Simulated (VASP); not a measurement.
A run of VASP 6.6.1 is set up as follows.

File INCAR:

```
SYSTEM = SnO2
ALGO     = Normal         ! electronic algorithm
EDIFF    = 1E-6           ! SCF threshold, eV
ENCUT    = 520            ! plane-wave cutoff, eV
ISIF     = 2              ! what is computed and relaxed
ISMEAR   = 0              ! smearing method
LASPH    = .True.         ! aspherical terms in the spheres
LCHARG   = .False.        ! write CHGCAR
LREAL    = .False.        ! projectors in reciprocal space
LWAVE    = .False.        ! write WAVECAR
NBANDS   = 64             ! bands
NELM     = 100            ! most SCF steps
PREC     = Accurate       ! precision mode
SIGMA    = 0.05           ! smearing width, eV
```

File KPOINTS:

```
k-points
0
Gamma
  6 6 6
  0 0 0
```

The input POSCAR:

```
SnO2
1.0
    3.2053561353      1.8506132276      4.0868653298
   -3.2053561353      1.8506132276      4.0868653298
    0.0000000000     -3.7012264551      4.0868653298
Sn O
4 8
Direct
    0.8645353782      0.8645353782      0.8645353782
    0.3648691645      0.3648691645      0.8648751974
    0.3648691645      0.8648751974      0.3648691645
    0.8648751974      0.3648691645      0.3648691645
    0.1199116729      0.6196051221      0.6196051221
    0.6196051221      0.1199116729      0.6196051221
    0.6196051221      0.6196051221      0.1199116729
    0.6099370359      0.6099370359      0.6099370359
    0.1198492242      0.1198492242      0.1198492242
    0.1096932183      0.1096932183      0.6100024814
    0.1096932183      0.6100024814      0.1096932183
    0.6100024814      0.1096932183      0.1096932183
```

Potentials or basis: VASP PAW LDA potentials, release 64 (Sn_d, O).

Command:

```sh
$ cat potpaw_LDA.64/Sn_d/POTCAR potpaw_LDA.64/O/POTCAR > POTCAR
$ mpirun -np 1 vasp_std > vasp.out
```

Question: Predict the band gap on the k mesh.

Answer: 1.59 eV.

Question: Estimate the largest force.

Answer: 0.091 eV/Å.

Stress tensor (GPa, compression positive):
```
1.78 0.00 0.00
0.00 1.78 0.00
0.00 0.00 0.52
```

Caveat: spin-orbit coupling is left out, which moves the levels of the heavy elements.
